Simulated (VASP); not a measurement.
Input of a VASP 6.6.1 run:

File INCAR:

```
PREC = Accurate
ENCUT = 520
EDIFF = 1E-6
ISMEAR = -1
SIGMA = 0.02
LREAL = False
LASPH = True
NELM = 80
ALGO = Normal
ISIF = 2
LWAVE = False
LCHARG = False
GGA = PE
NBANDS = 16
```

The input KPOINTS:

```
regular mesh
0
Gamma
  13 13 5
```

File POSCAR:

```
BN
1.0
    2.4881487161      0.0000000000      0.0000000000
   -1.2440743581      2.1547999966      0.0000000000
    0.0000000000      0.0000000000      6.4633091453
B N
2 2
Direct
    0.3333333333      0.6666666667      0.2500000000
    0.6666666667      0.3333333333      0.7500000000
    0.3333333333      0.6666666667      0.7500000000
    0.6666666667      0.3333333333      0.2500000000
```

Potentials or basis: VASP PAW PBE potentials, release 64 (B, N).

The run is started by

```console
$ cat potpaw_PBE.64/B/POTCAR potpaw_PBE.64/N/POTCAR > POTCAR
$ mpirun -np 1 vasp_std > vasp.out
```

(1) Predict the band gap on the k mesh.

(2) What does it give for the pressure?

## Answers

(1) 4.28 eV, indirect (least direct gap 4.66 eV).

(2) 8.8 GPa.

Caveat: this functional lacks dispersion, which binds the layers, so the pressure and a relaxed spacing across them are unreliable.
